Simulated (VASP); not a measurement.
Set up this calculation in VASP 6.6.1, as the native input.

* Task: single point
* Functional: PBEsol
* Potentials or basis: VASP PAW PBE potentials, release 64 (Pb_d, S)
* Cutoff: 520 eV
* k mesh: 6 × 6 × 6
* Occupations: gaussian, width 0.01 eV
* Spin: no spin polarisation
* Dipole correction: no
* Further INCAR settings: ALGO = Normal; EDIFF = 1e-06; NBANDS = 28

The structure of PbS lies in POSCAR:

```
PbS
1.0
    2.0612974009     -5.9375603612      0.0000000000
    2.0612974009      5.9375603612      0.0000000000
    0.0000000000      0.0000000000      4.2409393125
Pb S
2 2
Direct
    0.8694366500      0.1305633500      0.7500000000
    0.1305633500      0.8694366500      0.2500000000
    0.6452029100      0.3547970900      0.7500000000
    0.3547970900      0.6452029100      0.2500000000
```

One way to write it, as run:

INCAR

```
PREC = Accurate
ENCUT = 520
EDIFF = 1E-6
ISMEAR = 0
SIGMA = 0.01
LREAL = F
LASPH = T
NELM = 60
ALGO = Normal
ISIF = 2
LWAVE = F
LCHARG = F
GGA = PS
NBANDS = 28
```

KPOINTS

```
Automatic mesh
0
Gamma
  6 6 6
```

Potentials or basis: VASP PAW PBE potentials, release 64 (Pb_d, S).

Run with:

```sh
$ cat potpaw_PBE.64/Pb_d/POTCAR potpaw_PBE.64/S/POTCAR > POTCAR
$ mpirun -np 1 vasp_std > vasp.out
```

Results of the run:

```
Pressure               : -0.5 GPa
Largest force          : 0.132 eV/Å
Band gap on the k mesh : 1.07 eV (least direct gap 1.29 eV)
```

Caveat: the PAW data sets were made with another functional, which shifts forces and pressure a little; spin-orbit coupling is left out, which moves the levels of the heavy elements.

Wall time 75 s on 1 thread of AMD EPYC 9R45 96-Core Processor (Zen 5), with other jobs on the host, peak memory 0.29 GiB.
